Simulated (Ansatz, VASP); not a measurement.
## TaN in VASP and in Ansatz

INCAR

```
PREC = Accurate
ENCUT = 520
EDIFF = 1E-6
ISMEAR = 0
SIGMA = 0.15
LREAL = F
LASPH = T
NELM = 100
ALGO = Normal
ISIF = 2
LWAVE = F
LCHARG = F
GGA = PE
NBANDS = 24
```

The input KPOINTS:

```
regular mesh
0
Gamma
  18 18 10
```

The input POSCAR:

```
TaN
1.0
    3.0500010905      0.0000000000      0.0000000000
   -1.5250005453      2.6413784260      0.0000000000
    0.0000000000      0.0000000000      5.1376000000
Ta N
2 2
Direct
    0.3333333333      0.6666666667      0.0000000000
    0.6666666667      0.3333333333      0.5000000000
    0.3333333333      0.6666666667      0.3850000000
    0.6666666667      0.3333333333      0.8850000000
```

Input for Ansatz:

```yaml
crystal:
  lattice:
    - [3.0500010905, 0.0, 0.0]
    - [-1.5250005453, 2.641378426, 0.0]
    - [0.0, 0.0, 5.1376]
  atoms:
    - { symbol: Ta, position: [0.3333333333, 0.6666666667, 0.0] }
    - { symbol: Ta, position: [0.6666666667, 0.3333333333, 0.5] }
    - { symbol: "N", position: [0.3333333333, 0.6666666667, 0.385] }
    - { symbol: "N", position: [0.6666666667, 0.3333333333, 0.885] }
basis:
  ecutwfc: 420
kpoints:
  mp_grid: { grid: [18, 18, 10] }
hamiltonian:
  xc: pbe
scf:
  occupations: { method: gaussian, width: 0.15 }
output:
  forces: true
  stress: true
  eigenvalues: true
```

Change from the starting cell: strain +0.0400 x Voigt [0, 0, 1, 0, 0, 0], atoms carried along.

Alike in both runs: task single point; functional PBE; k mesh 18 × 18 × 10; occupations gaussian, width 0.15 eV; no spin polarisation.

|  | VASP | Ansatz |
| --- | --- | --- |
| version | VASP 6.6.1 | Ansatz 0.2.0 |
| potentials or method | VASP PAW PBE potentials, release 64 (Ta_pv, N), cutoff 520 eV | scalar-relativistic, plane waves, PAW |
| valence electrons in the cell | 32 | 36 |

Ansatz gave:

| Quantity | Value |
| --- | --- |
| gap on the k mesh at the Fermi level (eV) | none |
| pressure (GPa) | 113.2 |
| traceless stress, the component that is largest in VASP (GPa) | -25.98 |
| rms of the force components (eV/Å) | 2.254 |

Problem. Estimate VASP's values.

Solution. gap on the k mesh at the Fermi level (eV): none; pressure (GPa): 115.9; traceless stress, the component that is largest in VASP (GPa): -26.70; rms of the force components (eV/Å): 2.300.

Atom by atom the forces differ by 0.046 eV/Å (rms over components). A gap of «none» marks a metal or a gap that the smearing closes. Both programs put the cell under a high pressure, so it lies far from rest at this level. VASP's potentials hold 32 valence electrons a cell and Ansatz's 36, so a difference there can come from the potentials and not from the codes.

Spin-orbit coupling is off throughout. Noted on VASP's run: the cell as given lies far from equilibrium.
